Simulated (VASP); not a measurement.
# H3CCl in VASP: notebook

Runs on H3CCl. Level: LDA. Tasks: single point.

Program: VASP 6.6.1. These are calculated values, not measurements. Logs are shortened: lines on timing, memory, paths and dates and some standing lists are left out, and cuts for length are marked.

## (1) The cell of the first run

The cell holds a disordered packing, 40 atoms: a = 8.717 Å, b = 8.717 Å, c = 8.717 Å, α = 90.00°, β = 90.00°, γ = 90.00°.

## (2) Single point, LDA

The input, INCAR:

```
ALGO = Normal ; EDIFF = 1E-6
ENCUT = 520 ; ISIF = 2
ISMEAR = -1 ; LASPH = True
LCHARG = False ; LREAL = Auto
LWAVE = False ; NBANDS = 82
NELM = 60 ; PREC = Accurate
SIGMA = 0.02
```

The input, KPOINTS:

```
k-points
0
Gamma
  1 1 1
```

The input, POSCAR:

```
H3CCl
1.0
    8.7171280000      0.0000000000      0.0000000000
    0.0000000000      8.7171280000      0.0000000000
    0.0000000000      0.0000000000      8.7171280000
C Cl H
8 8 24
Direct
    0.0292641082      0.4969886631      0.0271581744
    0.2472626353      0.8315995968      0.7387132835
    0.7076155636      0.9915042809      0.5459906230
    0.3949442547      0.3360755249      0.9369523721
    0.6523775364      0.4544359995      0.6426611463
    0.5110991549      0.5204743465      0.2493837718
    0.3160278672      0.1923901649      0.5682497969
    0.0923341007      0.8983797953      0.1501010280
    0.0877151028      0.4155381976      0.2048932577
    0.2984777651      0.6338600058      0.7395587753
    0.6477091707      1.0346403663      0.7356222431
    0.3586047669      0.1429213322      0.9894644467
    0.7208220651      0.6065515638      0.7593323713
    0.6904443485      0.4220779196      0.2353602743
    0.3245437161      0.0724403987      0.4028509180
    0.2736644271      0.8093708664      0.1321741315
   -0.0901373053      0.5366184782      0.0398888447
    0.1088116605      0.5922855556     -0.0018574225
    0.0352713341      0.4072101164     -0.0625024443
    0.3277336117      0.8936618945      0.8140391421
    0.2559032603      0.8754329613      0.6200862033
    0.1286682266      0.8414161857      0.7823804225
    0.7033935717      1.0971004238      0.4770406655
    0.8245919154      0.9452812649      0.5503259762
    0.6280988185      0.9062886472      0.4985560024
    0.3226983310      0.4108199810      1.0083154572
    0.5174505275      0.3606153821      0.9562485473
    0.3654789934      0.3518463971      0.8155787871
    0.5276593021      0.4669747267      0.6328024388
    0.7059906088      0.4617122398      0.5290520685
    0.6796669896      0.3440014756      0.6965575981
    0.5026201418      0.6016294621      0.1531641570
    0.4158457672      0.4362142124      0.2431234623
    0.5078426299      0.5831612902      0.3593374835
    0.2453172586      0.1358985233      0.6577053182
    0.4338552707      0.2056673690      0.6119147081
    0.2653116368      0.3044976193      0.5355333419
    0.0995345448      1.0121271259      0.0960945263
    0.0063258620      0.8255590197      0.0935396406
    0.0666274593      0.9108060256      0.2727536612
```

Potentials or basis: VASP PAW LDA potentials, release 64 (C, Cl, H).

Run with:

```
cat potpaw_LDA.64/C/POTCAR potpaw_LDA.64/Cl/POTCAR potpaw_LDA.64/H/POTCAR > POTCAR
mpirun -np 1 vasp_gam > vasp.out
```

OUTCAR:

```text
EDIFF = 1E-6
   ENCUT = 520
   ISIF = 2
   ISMEAR = -1
   LASPH = True
   LREAL = Auto
   NELM = 60
   PREC = Accurate

 ion  position               nearest neighbor table
   1  0.029  0.497  0.027-  17 1.10  19 1.11  18 1.11   9 1.78
   2  0.247  0.832  0.739-  20 1.10  22 1.10  21 1.10  10 1.78
   3  0.708  0.992  0.546-  25 1.10  24 1.10  23 1.10  11 1.77
   4  0.395  0.336  0.937-  28 1.10  26 1.10  27 1.10  12 1.77
   5  0.652  0.454  0.643-  29 1.10  30 1.10  31 1.10  13 1.77
   6  0.511  0.520  0.249-  32 1.10  34 1.10  33 1.11  14 1.79
   7  0.316  0.192  0.568-  36 1.10  35 1.11  37 1.11  15 1.78
   8  0.092  0.898  0.150-  40 1.10  39 1.10  38 1.10  16 1.77
   9  0.088  0.416  0.205-   1 1.78
  10  0.298  0.634  0.740-   2 1.78
  11  0.648  0.035  0.736-   3 1.77
  12  0.359  0.143  0.989-   4 1.77
  13  0.721  0.607  0.759-   5 1.77
  14  0.690  0.422  0.235-   6 1.79
[... 24 lines left out ...]
  39  0.006  0.826  0.094-   8 1.10
  40  0.067  0.911  0.273-   8 1.10

  LATTYP: Found a simple cubic cell.
 ALAT       =     8.7171280000

  Lattice vectors:

 A1 = (   8.7171280000,   0.0000000000,   0.0000000000)
 A2 = (   0.0000000000,   8.7171280000,   0.0000000000)
 A3 = (   0.0000000000,   0.0000000000,   8.7171280000)

Analysis of symmetry for initial positions (statically):
=====================================================================
 Subroutine PRICEL returns:
 Original cell was already a primitive cell.

 Routine SETGRP: Setting up the symmetry group for a
 simple cubic supercell.

 Subroutine GETGRP returns: Found  1 space group operations
 (whereof  1 operations were pure point group operations)
 out of a pool of 48 trial point group operations.

The static configuration has the point symmetry C_1 .

Analysis of symmetry for dynamics (positions and initial velocities):
=====================================================================
 Subroutine PRICEL returns:
 Original cell was already a primitive cell.

 Routine SETGRP: Setting up the symmetry group for a
 simple cubic supercell.

 Subroutine GETGRP returns: Found  1 space group operations
 (whereof  1 operations were pure point group operations)
 out of a pool of 48 trial point group operations.

The dynamic configuration has the point symmetry C_1 .

 Subroutine INISYM returns: Found  1 space group operations
 (whereof  1 operations are pure point group operations),
 and found     1 'primitive' translations

[... 152 lines left out ...]
   ISIF   =      2    stress and relaxation
   ISYM   =      2    0-nonsym 1-usesym 2-fastsym
   POTIM  = 0.5000    time-step for ionic-motion
   TEBEG  =    0.0;   TEEND  =   0.0 temperature during run
   PSTRESS=    0.0 pullay stress
   NELECT =     112.0000    total number of electrons
   NUPDOWN=      -1.0000    fix difference up-down
   EMIN   =  10.00;   EMAX   =-10.00  energy-range for DOS
   EFERMI =   0.00;   METHOD = LEGACY
   ISMEAR =    -1;   SIGMA  =   0.02  broadening in eV -4-tet -1-fermi 0-gaus
   EFERMI_NEDOS =   21; number of points for ismear=-14 and -15
   IALGO  =     38    algorithm
   IMIX   =      4    mixing-type and parameters
     AMIX     =   0.40;   BMIX     =  1.00
     AMIX_MAG =   1.60;   BMIX_MAG =  1.00
  volume/ion in A,a.u.               =      16.56       111.75
  Fermi-wavevector in a.u.,A,eV,Ry     =   0.905262  1.710696 11.149954  0.819499
  Thomas-Fermi vector in A             =   2.028808
   LORBIT       =      0    0 simple, 1 ext, 2 COOP (PROOUT), +10 PAW based schemes
   GGA     = CA    functional components
   LHFCALC =     F    Hartree Fock is set to
   AEXX    =    0.0000 exact exchange contribution
   IVDW    =     0    specifies the selected vdW correction
   LEPSILON=     F    determine dielectric tensor
   LRPA    =     F    only Hartree local field effects (RPA)
 non-spin polarized calculation
  energy-cutoff  :      520.00
  volume of cell :      662.40
 maximum number of plane-waves:      8923
 NGX is ok and might be reduce to    70
   NGX = 33   NGY = 33   NGZ = 33

 number of electron     112.0000003 magnetization

 Free energy of the ion-electron system (eV)
  ---------------------------------------------------
  ext. energy  EPLUGINS =         0.00000000
  ---------------------------------------------------
  free energy    TOTEN  =      -189.66912580 eV

  energy without entropy =     -189.66912580  energy(sigma->0) =     -189.66912580

 E-fermi :  -2.7646     XC(G=0):  -6.5889

 val. band max:       -3.2515577161   @ k =   0.0000   0.0000   0.0000
 cond. band min:       2.0337230049   @ k =   0.0000   0.0000   0.0000
 fundamental gap:      5.2852807210
 Fermi energy:        -2.7645941593

 k-point     1 :       0.0000    0.0000    0.0000
  band No.  band energies     occupation
      1     -18.0849      2.00000
      2     -17.9227      2.00000
      3     -17.8595      2.00000
      4     -17.7988      2.00000
      5     -17.7950      2.00000
      6     -17.7460      2.00000
[... 60 lines left out ...]
     67       3.8467      0.00000
     68       3.9931      0.00000
 [bands above 68 left out]

------------------------ aborting loop because EDIFF is reached ----------------------------------------

  FORCE on cell =-STRESS in cart. coord.  units (eV):
  Direction    XX          YY          ZZ          XY          YZ          ZX
  --------------------------------------------------------------------------------------
  -------------------------------------------------------------------------------------
  Total       -3.2510086     -4.5743112     -3.1413095     -0.0736885     -0.0857028      0.0373652
  in kB       -7.8633649    -11.0640981     -7.5980307     -0.1782338     -0.2072933      0.0903769
  external PRESSURE =      -8.8418313 kB  Pullay stress =       0.0000000 kB

 VOLUME and BASIS-vectors are now :
 -----------------------------------------------------------------------------
  energy-cutoff  :      520.00
  volume of cell :      662.40
      direct lattice vectors                 reciprocal lattice vectors
     8.717128000  0.000000000  0.000000000     0.114716682  0.000000000  0.000000000
     0.000000000  8.717128000  0.000000000     0.000000000  0.114716682  0.000000000
     0.000000000  0.000000000  8.717128000     0.000000000  0.000000000  0.114716682

 POSITION                                       TOTAL-FORCE (eV/Angst)
 -----------------------------------------------------------------------------------
      0.25510      4.33231      0.23674         0.117017     -0.023993     -0.072581
      2.15542      7.24916      6.43946        -0.003388     -0.088262     -0.038008
      6.16838      8.64307      4.75947        -0.055979      0.052435      0.115517
      3.44278      2.92961      8.16753         0.015922     -0.162000      0.090677
      5.68686      3.96138      5.60216         0.107718      0.260625      0.152547
      4.45532      4.53704      2.17391         0.053614     -0.206062      0.055782
[... 32 lines left out ...]
      0.05514      7.19650      0.81540        -0.017693      0.000444     -0.012283
      0.58080      7.93961      2.37763        -0.003336      0.002403      0.018182
 -----------------------------------------------------------------------------------
    total drift:                                0.002100     -0.002879     -0.007673

  FREE ENERGIE OF THE ION-ELECTRON SYSTEM (eV)
  ---------------------------------------------------
  free  energy   TOTEN  =      -189.6691257996 eV

  energy  without entropy=     -189.6691257996  energy(sigma->0) =     -189.66912580
```

Run time: 2.7 min. Hardware: 1 thread of Intel Xeon Platinum 8259CL at 2.50GHz (Skylake/Cascade Lake), shared host; peak memory 0.49 GiB.

What came out:

```
Free energy            : -189.6691 eV
Pressure               : -0.9 GPa
Largest force          : 0.361 eV/Å
Band gap on the k mesh : 5.29 eV
```

Forces on the atoms (eV/Å):
```
C    0.117 -0.024 -0.073
C   -0.003 -0.088 -0.038
C   -0.056  0.052  0.116
C    0.016 -0.162  0.091
C    0.108  0.261  0.153
C    0.054 -0.206  0.056
C   -0.152 -0.030 -0.167
C    0.069 -0.039 -0.004
Cl  -0.041  0.067 -0.162
Cl  -0.070  0.226 -0.029
Cl   0.032 -0.011 -0.099
Cl   0.027  0.133 -0.065
Cl  -0.105 -0.173 -0.105
Cl  -0.283  0.145  0.024
Cl  -0.031  0.203  0.296
Cl  -0.056  0.022  0.010
H    0.080 -0.024 -0.034
H   -0.163 -0.208  0.091
H   -0.004  0.183  0.185
H   -0.061 -0.034 -0.021
H   -0.013 -0.093  0.081
H    0.167 -0.004 -0.051
H    0.006 -0.002 -0.004
H    0.018 -0.013  0.003
H   -0.018 -0.027 -0.017
H   -0.002  0.005  0.010
H   -0.020  0.019 -0.007
H   -0.008 -0.003 -0.089
H   -0.164  0.076 -0.016
H    0.077  0.026 -0.147
H    0.075 -0.186  0.133
H    0.019 -0.028  0.005
H    0.208  0.130  0.040
H    0.002 -0.086 -0.088
H    0.135  0.086 -0.153
H   -0.044  0.016  0.015
H    0.113 -0.240  0.064
H   -0.007  0.031 -0.008
H   -0.018  0.000 -0.012
H   -0.003  0.002  0.018
```

Caveat: the k points lie up to 0.72 Å⁻¹ apart.

[end of part 1 of 2]
